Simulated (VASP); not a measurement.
# Cr (Im-3m) in VASP: further runs

Cr is run at these levels: LDA; tasks: single point.

Everything below comes from runs of VASP 6.6.1. Logs are shortened: lines on timing, memory, paths and dates and some standing lists are left out, and cuts for length are marked.

## Step 1: The cell of the first run

Symmetry: Im-3m, No. 229, cubic system. Conventional cell: a = 2.788 Å, b = 2.788 Å, c = 2.788 Å, α = 90.00°, β = 90.00°, γ = 90.00°. Within 3.2 Å of Cr (site symmetry m-3m) lie 14 Cr at 2.41 to 2.79 Å.

## Step 2: Single point, LDA, collinear spin, ferromagnetic start

The input, INCAR:

```
SYSTEM = Cr
PREC = Accurate
ENCUT = 520
EDIFF = 1E-7
ISMEAR = 0
SIGMA = 0.01
LREAL = .False.
LASPH = .True.
NELM = 150
ALGO = Normal
ISIF = 2
LWAVE = .False.
LCHARG = .True.
ISPIN = 2
MAGMOM = 1.5
LORBIT = 11
LMAXMIX = 4
GGA = CA
LELF = .True.
LVHAR = .True.
NBANDS = 16
```

The input, KPOINTS:

```
regular mesh
0
Gamma
  16 16 16
  0 0 0
```

The input, POSCAR:

```
Cr
1.0
   -1.3938676992      1.3938676992      1.3938676992
    1.3938676992     -1.3938676992      1.3938676992
    1.3938676992      1.3938676992     -1.3938676992
Cr
1
Direct
    0.0000000000      0.0000000000      0.0000000000
```

Potentials or basis: VASP PAW LDA potentials, release 64 (Cr_pv).

On the command line:

```
> cat potpaw_LDA.64/Cr_pv/POTCAR > POTCAR
> mpirun -np 1 vasp_std > vasp.out
```

OUTCAR:

```text
SYSTEM = Cr
   PREC = Accurate
   ENCUT = 520
   EDIFF = 1E-7
   ISMEAR = 0
   LREAL = .False.
   LASPH = .True.
   NELM = 150
   ISIF = 2
   ISPIN = 2
   LORBIT = 11
   GGA = CA

 ion  position               nearest neighbor table
   1  0.000  0.000  0.000-

  LATTYP: Found a body centered cubic cell.
 ALAT       =     2.7877353984

  Lattice vectors:

 A1 = (  -1.3938676992,   1.3938676992,   1.3938676992)
 A2 = (   1.3938676992,  -1.3938676992,   1.3938676992)
 A3 = (   1.3938676992,   1.3938676992,  -1.3938676992)

Analysis of symmetry for initial positions (statically):
=====================================================================
 Subroutine PRICEL returns:
 Original cell was already a primitive cell.

 Routine SETGRP: Setting up the symmetry group for a
 body centered cubic supercell.

 Subroutine GETGRP returns: Found 48 space group operations
 (whereof 48 operations were pure point group operations)
 out of a pool of 48 trial point group operations.

The static configuration has the point symmetry O_h .

Analysis of symmetry for dynamics (positions and initial velocities):
=====================================================================
 Subroutine PRICEL returns:
 Original cell was already a primitive cell.

 Routine SETGRP: Setting up the symmetry group for a
 body centered cubic supercell.

 Subroutine GETGRP returns: Found 48 space group operations
 (whereof 48 operations were pure point group operations)
 out of a pool of 48 trial point group operations.

The dynamic configuration has the point symmetry O_h .

Analysis of structural, dynamic, and magnetic symmetry:
=====================================================================
 Subroutine PRICEL returns:
 Original cell was already a primitive cell.

 Routine SETGRP: Setting up the symmetry group for a
 body centered cubic supercell.

 Subroutine GETGRP returns: Found 48 space group operations
 (whereof 48 operations were pure point group operations)
 out of a pool of 48 trial point group operations.

The overall configuration has the point symmetry O_h .

 Subroutine INISYM returns: Found 48 space group operations
 (whereof 48 operations are pure point group operations),
 and found     1 'primitive' translations

----------------------------------------------------------------------------------------

                                     Primitive cell

  volume of cell :      10.8324

  direct lattice vectors                    reciprocal lattice vectors
    -1.393867699  1.393867699  1.393867699     0.000000000  0.358714102  0.358714102
     1.393867699 -1.393867699  1.393867699     0.358714102  0.000000000  0.358714102
     1.393867699  1.393867699 -1.393867699     0.358714102  0.358714102  0.000000000

  length of vectors
     2.414249674  2.414249674  2.414249674     0.507298348  0.507298348  0.507298348

  position of ions in fractional coordinates (direct lattice)
     0.000000000  0.000000000  0.000000000

  ion indices of the primitive-cell ions
   primitive index   ion index
                 1           1

----------------------------------------------------------------------------------------

 KPOINTS: regular mesh

Automatic generation of k-mesh.
 Grid dimensions read from file:
 generate k-points for:   16   16   16

 Generating k-lattice:

  Cartesian coordinates                     Fractional coordinates (reciprocal lattice)
     0.000000000  0.022419631  0.022419631     0.062500000  0.000000000  0.000000000
     0.022419631  0.000000000  0.022419631     0.000000000  0.062500000  0.000000000
     0.022419631  0.022419631  0.000000000     0.000000000  0.000000000  0.062500000

  Length of vectors
     0.031706147  0.031706147  0.031706147

  Shift w.r.t. Gamma in fractional coordinates (k-lattice)
     0.000000000  0.000000000  0.000000000

 Subroutine IBZKPT returns following result:
 ===========================================

 Found    145 irreducible k-points:

 Following reciprocal coordinates:
            Coordinates               Weight
  0.000000  0.000000  0.000000      1.000000
  0.062500  0.000000  0.000000     12.000000
  0.125000  0.000000  0.000000     12.000000
  0.187500  0.000000  0.000000     12.000000
  0.250000  0.000000  0.000000     12.000000
  0.312500  0.000000  0.000000     12.000000
[... 16 lines left out ...]
  0.187500  0.187500  0.000000     24.000000
  0.250000  0.187500 -0.000000     48.000000
 [... further k-points ...]
   k-points           NKPTS =    145   k-points in BZ     NKDIM =    145   number of bands    NBANDS=     16
   number of dos      NEDOS =    301   number of ions     NIONS =      1
   total plane-waves  NPLWV =   5832
   dimension x,y,z NGX =    18 NGY =   18 NGZ =   18
   dimension x,y,z NGXF=    36 NGYF=   36 NGZF=   36
   ions per type =               1
   NGX,Y,Z   is equivalent  to a cutoff of  12.39, 12.39, 12.39 a.u.
   NGXF,Y,Z  is equivalent  to a cutoff of  24.79, 24.79, 24.79 a.u.
 SYSTEM =  Cr
   PREC   = accura    normal or accurate (medium, high low for compatibility)
   ISTART =      0    job   : 0-new  1-cont  2-samecut
   ICHARG =      2    charge: 1-file 2-atom 10-const
   ISPIN  =      2    spin polarized calculation?
   LNONCOLLINEAR =      F non collinear calculations
   LSORBIT =      F    spin-orbit coupling
   LASPH  =      T    aspherical Exc in radial PAW
   ENCUT  =  520.0 eV  38.22 Ry    6.18 a.u.   4.49  4.49  4.49*2*pi/ulx,y,z
   NELM   =    150;   NELMIN=  2; NELMDL= -5     # of ELM steps
   EDIFF  = 0.1E-06   stopping-criterion for ELM
   LREAL  =      F    real-space projection
   EDIFFG = 0.1E-05   stopping-criterion for IOM
   NSW    =      0    number of steps for IOM
   IBRION =     -1    ionic relax: 0-MD 1-quasi-New 2-CG
   NFREE  =      0    steps in history (QN), initial steepest desc. (CG)
   ISIF   =      2    stress and relaxation
   ISYM   =      2    0-nonsym 1-usesym 2-fastsym
   POTIM  = 0.5000    time-step for ionic-motion
   TEBEG  =    0.0;   TEEND  =   0.0 temperature during run
   PSTRESS=    0.0 pullay stress
   NELECT =      12.0000    total number of electrons
   NUPDOWN=      -1.0000    fix difference up-down
   EMIN   =  10.00;   EMAX   =-10.00  energy-range for DOS
   EFERMI =   0.00;   METHOD = LEGACY
   ISMEAR =     0;   SIGMA  =   0.01  broadening in eV -4-tet -1-fermi 0-gaus
   EFERMI_NEDOS =   21; number of points for ismear=-14 and -15
   IALGO  =     38    algorithm
   IMIX   =      4    mixing-type and parameters
     AMIX     =   0.40;   BMIX     =  1.00
     AMIX_MAG =   1.60;   BMIX_MAG =  1.00
  volume/ion in A,a.u.               =      10.83        73.10
  Fermi-wavevector in a.u.,A,eV,Ry     =   1.693923  3.201051 39.040224  2.869376
  Thomas-Fermi vector in A             =   2.775241
   LORBIT       =     11    0 simple, 1 ext, 2 COOP (PROOUT), +10 PAW based schemes
   GGA     = CA    functional components
   LHFCALC =     F    Hartree Fock is set to
   AEXX    =    0.0000 exact exchange contribution
   IVDW    =     0    specifies the selected vdW correction
   LEPSILON=     F    determine dielectric tensor
   LRPA    =     F    only Hartree local field effects (RPA)
 spin polarized calculation
 Gauss-broadening in eV      SIGMA  =   0.01
  energy-cutoff  :      520.00
  volume of cell :       10.83
 maximum number of plane-waves:       321
 NGX is ok and might be reduce to    18
   NGX =  9   NGY =  9   NGZ =  9

 number of electron      12.0000011 magnetization       0.0001791

 number of electron      12.0000011 magnetization      -0.0000038

 Free energy of the ion-electron system (eV)
  ---------------------------------------------------
  ext. energy  EPLUGINS =         0.00000000
  ---------------------------------------------------
  free energy    TOTEN  =       -10.62954680 eV

  energy without entropy =      -10.62951717  energy(sigma->0) =      -10.62953199

 E-fermi :  11.6830     XC(G=0): -14.3832

 val. band max:       11.6694531804   @ k =   0.3750   0.0625  -0.0000
 cond. band min:      11.6942779820   @ k =  -0.1875   0.1875   0.1250
 fundamental gap:      0.0248248016
 Fermi energy:        11.6829706439

 spin component 1

 k-point     1 :       0.0000    0.0000    0.0000
  band No.  band energies     occupation
      1     -30.5083      1.00000
      2     -30.5083      1.00000
      3     -30.5083      1.00000
      4       3.7367      1.00000
      5      10.7292      1.00000
      6      10.7292      1.00000
[... 8 lines left out ...]
     15      42.7834      0.00000
     16      47.8145      0.00000

 k-point     2 :       0.0625    0.0000    0.0000
  band No.  band energies     occupation
      1     -30.5546      1.00000
      2     -30.5222      1.00000
      3     -30.5087      1.00000
      4       3.9191      1.00000
      5      10.6558      1.00000
      6      10.7172      1.00000
[... 8 lines left out ...]
     15      43.1363      0.00000
     16      45.9285      0.00000

 k-point     3 :       0.1250    0.0000    0.0000
  band No.  band energies     occupation
      1     -30.6854      1.00000
      2     -30.5617      1.00000
      3     -30.5097      1.00000
      4       4.4437      1.00000
      5      10.4512      1.00000
      6      10.6559      1.00000
[... 8 lines left out ...]
     15      43.4072      0.00000
     16      43.5627      0.00000

 k-point     4 :       0.1875    0.0000    0.0000
  band No.  band energies     occupation
      1     -30.8781      1.00000
      2     -30.6205      1.00000
      3     -30.5112      1.00000
      4       5.2329      1.00000
      5      10.1571      1.00000
      6      10.5155      1.00000
[... 8 lines left out ...]
     15      41.4525      0.00000
     16      42.4379      0.00000
[... 324 lines left out ...]
 k-point    22 :       0.4375    0.1250    0.0000
  band No.  band energies     occupation
      1     -31.6041      1.00000
      2     -30.9244      1.00000
      3     -30.5769      1.00000
      4       7.3797      1.00000
      5       9.1106      1.00000
      6      11.5097      1.00000
[... 8 lines left out ...]
     15      43.2246      0.00000
     16      44.6125      0.00000

 k-point    23 :       0.1875    0.1875    0.0000
  band No.  band energies     occupation
      1     -31.2939      1.00000
      2     -30.7779      1.00000
      3     -30.5905      1.00000
      4       7.3193      1.00000
      5       9.5396      1.00000
      6       9.8779      1.00000
[... 8 lines left out ...]
     15      42.2277      0.00000
     16      46.0955      0.00000

 k-point    24 :       0.2500    0.1875   -0.0000
  band No.  band energies     occupation
      1     -31.4097      1.00000
      2     -30.8726      1.00000
      3     -30.6054      1.00000
      4       7.8132      1.00000
      5       9.3034      1.00000
      6      10.0228      1.00000
[... 8 lines left out ...]
     15      42.3842      0.00000
     16      46.9084      0.00000

 [... further k-points ...]

 spin component 2

 k-point     1 :       0.0000    0.0000    0.0000
  band No.  band energies     occupation
      1     -30.5083      1.00000
      2     -30.5083      1.00000
      3     -30.5083      1.00000
      4       3.7367      1.00000
      5      10.7292      1.00000
      6      10.7292      1.00000
[... 8 lines left out ...]
     15      42.7834      0.00000
     16      47.8145      0.00000

 k-point     2 :       0.0625    0.0000    0.0000
  band No.  band energies     occupation
      1     -30.5546      1.00000
      2     -30.5222      1.00000
      3     -30.5087      1.00000
      4       3.9191      1.00000
      5      10.6558      1.00000
      6      10.7172      1.00000
[... 8 lines left out ...]
     15      43.1363      0.00000
     16      45.9285      0.00000

 k-point     3 :       0.1250    0.0000    0.0000
  band No.  band energies     occupation
      1     -30.6854      1.00000
      2     -30.5617      1.00000
      3     -30.5097      1.00000
      4       4.4436      1.00000
      5      10.4512      1.00000
      6      10.6559      1.00000
[... 8 lines left out ...]
     15      43.4072      0.00000
     16      43.5627      0.00000

 k-point     4 :       0.1875    0.0000    0.0000
  band No.  band energies     occupation
      1     -30.8781      1.00000
      2     -30.6205      1.00000
      3     -30.5112      1.00000
      4       5.2329      1.00000
      5      10.1571      1.00000
      6      10.5155      1.00000
[... 8 lines left out ...]
     15      41.4524      0.00000
     16      42.4379      0.00000
[... 324 lines left out ...]
 k-point    22 :       0.4375    0.1250    0.0000
  band No.  band energies     occupation
      1     -31.6041      1.00000
      2     -30.9244      1.00000
      3     -30.5769      1.00000
      4       7.3797      1.00000
      5       9.1106      1.00000
      6      11.5097      1.00000
[... 8 lines left out ...]
     15      43.2246      0.00000
     16      44.6125      0.00000

 k-point    23 :       0.1875    0.1875    0.0000
  band No.  band energies     occupation
      1     -31.2939      1.00000
      2     -30.7778      1.00000
      3     -30.5905      1.00000
      4       7.3193      1.00000
      5       9.5396      1.00000
      6       9.8779      1.00000
[... 8 lines left out ...]
     15      42.2277      0.00000
     16      46.0955      0.00000

 k-point    24 :       0.2500    0.1875   -0.0000
  band No.  band energies     occupation
      1     -31.4097      1.00000
      2     -30.8726      1.00000
      3     -30.6054      1.00000
      4       7.8132      1.00000
      5       9.3034      1.00000
      6      10.0228      1.00000
[... 8 lines left out ...]
     15      42.3842      0.00000
     16      46.9084      0.00000

 [... further k-points ...]
[... 5 lines left out ...]
  --------------------------------------------------------------------------------------
  -------------------------------------------------------------------------------------
  Total        0.0220750      0.0220750      0.0220750      0.0000000     -0.0000000      0.0000000
  in kB        3.2650187      3.2650187      3.2650187      0.0000000     -0.0000000      0.0000000
  external PRESSURE =       3.2650187 kB  Pullay stress =       0.0000000 kB

 VOLUME and BASIS-vectors are now :
 -----------------------------------------------------------------------------
  energy-cutoff  :      520.00
  volume of cell :       10.83
      direct lattice vectors                 reciprocal lattice vectors
    -1.393867699  1.393867699  1.393867699     0.000000000  0.358714102  0.358714102
     1.393867699 -1.393867699  1.393867699     0.358714102  0.000000000  0.358714102
     1.393867699  1.393867699 -1.393867699     0.358714102  0.358714102  0.000000000

 POSITION                                       TOTAL-FORCE (eV/Angst)
 -----------------------------------------------------------------------------------
      0.00000      0.00000      0.00000         0.000000      0.000000     -0.000000
 -----------------------------------------------------------------------------------
    total drift:                                0.000000     -0.000000      0.000000

  FREE ENERGIE OF THE ION-ELECTRON SYSTEM (eV)
  ---------------------------------------------------
  free  energy   TOTEN  =       -10.6295468016 eV

  energy  without entropy=      -10.6295171723  energy(sigma->0) =      -10.62953199

 total charge

# of ion       s       p       d       tot
------------------------------------------
    1        0.450   6.442   4.314  11.206

 magnetization (x)

# of ion       s       p       d       tot
------------------------------------------
    1       -0.000  -0.000   0.000   0.000
```

Wall time 61 s (1 thread of Intel Xeon 8259CL, shared host); peak memory 0.15 GiB.

What came out:

- Free energy: -10.6295 eV
- Pressure: 0.3 GPa
- Band gap on the k mesh: zero (filled and empty bands overlap)
- Net moment: 0.00 μB per cell
- Valence electrons inside the program's atomic spheres: Cr 11.21

Levels at points of the mesh, in eV from the Fermi level:
Spin up:
| k point | band 2 | band 3 | band 4 | band 5 | band 6 | band 7 | band 8 | band 9 | band 10 | band 11 |
| --- | --- | --- | --- | --- | --- | --- | --- | --- | --- | --- |
| (0.00, 0.00, 0.00) | -42.19 | -42.19 | -7.95 | -0.95 | -0.95 | -0.95 | 1.23 | 1.23 | 5.43 | 22.89 |
| (0.50, 0.00, 0.00) | -42.55 | -42.20 | -4.71 | -2.65 | 1.26 | 1.45 | 1.61 | 3.19 | 5.43 | 10.81 |
| (0.50, 0.50, 0.50) | -42.97 | -42.97 | -4.71 | -4.71 | 2.75 | 2.75 | 2.75 | 5.43 | 11.27 | 11.27 |
Spin down:
```tsv
k point	band 4	band 5	band 6	band 7	band 8	band 9
(0.00, 0.00, 0.00)	-7.95	-0.95	-0.95	-0.95	1.23	1.23
(0.50, 0.00, 0.00)	-4.71	-2.65	1.26	1.45	1.61	3.19
(0.50, 0.50, 0.50)	-4.71	-4.71	2.75	2.75	2.75	5.43
```

Caveat: an empty level that is flat over the whole mesh can mark a ghost state of the potentials, or a narrow d or f band.

(Part 1 of 2 ends here.)
